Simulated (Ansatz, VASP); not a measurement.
**One calculation of MoS2, two programs**

```
Mo S
1.0
     3.18506    0.00000    0.00000
    -1.59253    2.75834    0.00000
     0.00000    0.00000   14.80396
Mo S
2 4
Direct
  0.66667 0.33333 0.25000
  0.33333 0.66667 0.75000
  0.66667 0.33333 0.64445
  0.33333 0.66667 0.35555
  0.66667 0.33333 0.85555
  0.33333 0.66667 0.14445
```

Alike in both runs: functional PBE; k mesh 12 × 12 × 2; occupations gaussian, width 0.02 eV; no spin polarisation.

Ansatz relaxed the structure, and its values are those at the end. VASP's run is a single point on that final structure, the one shown.

|  | VASP | Ansatz |
| --- | --- | --- |
| version | VASP 6.6.1 | Ansatz 0.2.0 |
| potentials or method | VASP PAW PBE potentials, release 64 (Mo_sv, S), cutoff 520 eV | scalar-relativistic, plane waves, PAW |
| valence electrons in the cell | 52 | 52 |

VASP gave:

```
gap on the k mesh at the Fermi level (eV) : 1.46
least direct gap on the mesh (eV)         : 1.67
pressure (GPa)                            : -0.1
rms of the force components (eV/Å)        : 0.005
```

Problem. What did Ansatz give for the same quantities?

Solution. gap on the k mesh at the Fermi level (eV): 1.45; least direct gap on the mesh (eV): 1.66; pressure (GPa): 0.0; rms of the force components (eV/Å): 0.000.

The functional is the same, so the differences come from potentials, cutoffs and numerics.
